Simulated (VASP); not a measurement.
Input of a VASP 6.6.1 run:

The input INCAR:

```
SYSTEM = Se
  PREC = Accurate
  ENCUT = 520
  EDIFF = 1E-7
  ISMEAR = -1
  SIGMA = 0.1
  LREAL = .FALSE.
  LASPH = .TRUE.
  NELM = 100
  ALGO = Normal
  ISIF = 2
  LWAVE = .FALSE.
  LCHARG = .FALSE.
  GGA = PE
  NBANDS = 9
```

File KPOINTS:

```
regular mesh
0
G
  6 6 6
  0 0 0
```

File POSCAR:

```
Se
1.0
    0.0000000000      2.1702560839      2.1702560839
    2.1702560839      0.0000000000      2.1702560839
    2.1702560839      2.1702560839      0.0000000000
Se
1
Direct
    0.0000000000      0.0000000000      0.0000000000
```

Potentials or basis: VASP PAW PBE potentials, release 64 (Se).

Launch:

```sh
$ cat potpaw_PBE.64/Se/POTCAR > POTCAR
$ mpirun -np 1 vasp_std > vasp.out
```

Estimate the pressure.

0.0 GPa.

What does it give for the band gap on the k mesh?

Zero (bands 3 and 4 overlap by 4.92 eV).

Caveat: the k points lie up to 0.42 Å⁻¹ apart, too coarse for converged energies and pressures of a metal.
